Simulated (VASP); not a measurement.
Ag, 8 atoms in the cell. Symmetry: Pm-3n, No. 223, cubic system. Conventional cell: a = 5.148 Å, b = 5.148 Å, c = 5.148 Å, α = 90.00°, β = 90.00°, γ = 90.00°. Within 3.8 Å of Ag (site symmetry m-3) lie 12 Ag at 2.88 Å. Ag (site symmetry -4m2) has 14 Ag at 2.57 to 3.15 Å within 3.4 Å. 

```yaml
Program: VASP 6.6.1
Task: relaxation of cell and atoms
Functional: BLYP
Potentials_or_basis: VASP PAW PBE potentials, release 64 (Ag)
Cutoff: 600 eV
k_mesh: 5 × 5 × 5
Occupations: fermi-dirac, width 0.1 eV
Spin: no spin polarisation
Dipole_correction: no
Further_INCAR_settings: ALGO = Normal; EDIFF = 1e-07; IBRION = 2; EDIFFG = -0.01; NSW = 80; ISIF = 3
```

Potentials or basis: VASP PAW PBE potentials, release 64 (Ag).

The run is started by

```bash
$ cat potpaw_PBE.64/Ag/POTCAR > POTCAR
$ mpirun -np 1 vasp_std > vasp.out
```

Hardware: 1 thread of Intel(R) Xeon(R) Platinum 8488C (Sapphire Rapids), with other jobs on the host.

**Question.** Estimate the wall time of this run.

**Answer.** Wall time 7.1 min on 1 thread of Intel(R) Xeon(R) Platinum 8488C (Sapphire Rapids), with other jobs on the host, peak memory 0.29 GiB. Counts: scf iterations 47, k points 10, ion steps 5.
